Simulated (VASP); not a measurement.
A run of VASP 6.6.1:

File INCAR:

```
SYSTEM = Hf3S5
  PREC = Accurate
  ENCUT = 520
  EDIFF = 1E-6
  ISMEAR = 0
  SIGMA = 0.2
  LREAL = .FALSE.
  LASPH = .TRUE.
  NELM = 80
  ALGO = Normal
  ISIF = 2
  LWAVE = .FALSE.
  LCHARG = .FALSE.
  GGA = PE
  NBANDS = 40
```

File KPOINTS:

```
regular mesh
0
G
  5 5 5
  0 0 0
```

The input POSCAR:

```
Hf3S5
1.0
    1.8312697666      1.0572840910     15.8451834138
   -1.8312697666      1.0572840910     15.8451834138
    0.0000000000     -2.1145681872     15.8451834134
Hf S
3 5
Direct
    0.3018971750      0.3018971750      0.3018971750
    0.6981028250      0.6981028250      0.6981028250
    0.5000000000      0.5000000000      0.5000000000
    0.6055216510      0.6055216510      0.6055216510
    0.3944783490      0.3944783490      0.3944783490
    0.0000000000      0.0000000000      0.0000000000
    0.1970012413      0.1970012413      0.1970012413
    0.8029987587      0.8029987587      0.8029987587
```

Potentials or basis: VASP PAW PBE potentials, release 64 (Hf_pv, S).

Command:

```bash
$ cat potpaw_PBE.64/Hf_pv/POTCAR potpaw_PBE.64/S/POTCAR > POTCAR
$ mpirun -np 1 vasp_std > vasp.out
```

Hardware: 1 thread of Intel(R) Xeon(R) 6975P-C (Granite Rapids), on a shared host.

**Question.** How long does it take, and how much memory?

**Answer.** Run time: 42 min on 1 thread of Intel(R) Xeon(R) 6975P-C (Granite Rapids), with other jobs on the host, peak memory 2.5 GiB. Counts: scf iterations 17, k points 19.
